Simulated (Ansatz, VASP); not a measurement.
## Two plane-wave programs on Al2O3

INCAR

```
SYSTEM = Al2O3
ALGO     = Normal         ! electronic algorithm
EDIFF    = 1E-6           ! SCF threshold, eV
ENCUT    = 520            ! plane-wave cutoff, eV
GGA      = PE             ! functional
ISIF     = 2              ! what is computed and relaxed
ISMEAR   = 0              ! smearing method
IVDW     = 12             ! dispersion correction
LASPH    = .True.         ! aspherical terms in the spheres
LCHARG   = .True.         ! write CHGCAR
LELF     = .True.         ! ELF
LREAL    = .False.        ! projectors in reciprocal space
LVHAR    = .True.       
LWAVE    = .False.        ! write WAVECAR
NBANDS   = 20             ! bands
NELM     = 80             ! most SCF steps
PREC     = Accurate       ! precision mode
SIGMA    = 0.05           ! smearing width, eV
```

The input KPOINTS:

```
k-points
0
Gamma
  9 9 4
  0 0 0
```

File POSCAR:

```
Al2O3
1.0
    2.8152956653      0.0000000000      0.0000000000
   -1.4076478327      2.4381175653      0.0000000000
    0.0000000000      0.0000000000      7.1641672095
Al O
2 3
Direct
    0.0000000000      0.0000000000      0.1907358529
    0.0000000000      0.0000000000      0.8092641471
    0.3333333333      0.6666666667      0.2840924954
    0.6666666667      0.3333333333      0.0000000000
    0.3333333333      0.6666666667      0.7159075046
```

Input for Ansatz:

```yaml
crystal:
  lattice:
    - [2.8152956653, 0.0, 0.0]
    - [-1.4076478327, 2.4381175653, 0.0]
    - [0.0, 0.0, 7.1641672095]
  atoms:
    - { symbol: Al, position: [0.0, 0.0, 0.1907358529] }
    - { symbol: Al, position: [0.0, 0.0, 0.8092641471] }
    - { symbol: O, position: [0.3333333333, 0.6666666667, 0.2840924954] }
    - { symbol: O, position: [0.6666666667, 0.3333333333, 0.0] }
    - { symbol: O, position: [0.3333333333, 0.6666666667, 0.7159075046] }
basis:
  ecutwfc: 520.0
kpoints:
  mp_grid: { grid: [9, 9, 4] }
hamiltonian:
  xc: pbe
  pseudopotentials: { kind: paw, azcp: { folder: soft_1 } }
  dispersion: d3bj
scf:
  occupations: { method: gaussian, width: 0.05 }
output:
  forces: true
  stress: true
  eigenvalues: true
```

Alike in both runs: task single point; functional PBE; dispersion D3(BJ); k mesh 9 × 9 × 4; occupations gaussian, width 0.05 eV; no spin polarisation.

```csv
,VASP,Ansatz
version,VASP 6.6.1,Ansatz 0.2.0
potentials or method,"VASP PAW PBE potentials, release 64 (Al, O), cutoff 520 eV","scalar-relativistic, plane waves, PAW"
valence electrons in the cell,24,24
```

Ansatz gave:

* gap on the k mesh at the Fermi level (eV): 5.07
* least direct gap on the mesh (eV): 5.21
* pressure (GPa): 11.4
* traceless stress, the component that is largest in VASP (GPa): -3.64
* rms of the force components (eV/Å): 0.266

Task: Which values does VASP return?

Result: gap on the k mesh at the Fermi level (eV): 5.05; least direct gap on the mesh (eV): 5.19; pressure (GPa): 11.5; traceless stress, the component that is largest in VASP (GPa): -3.97; rms of the force components (eV/Å): 0.252.

Atom by atom the forces differ by 0.019 eV/Å (rms over components).
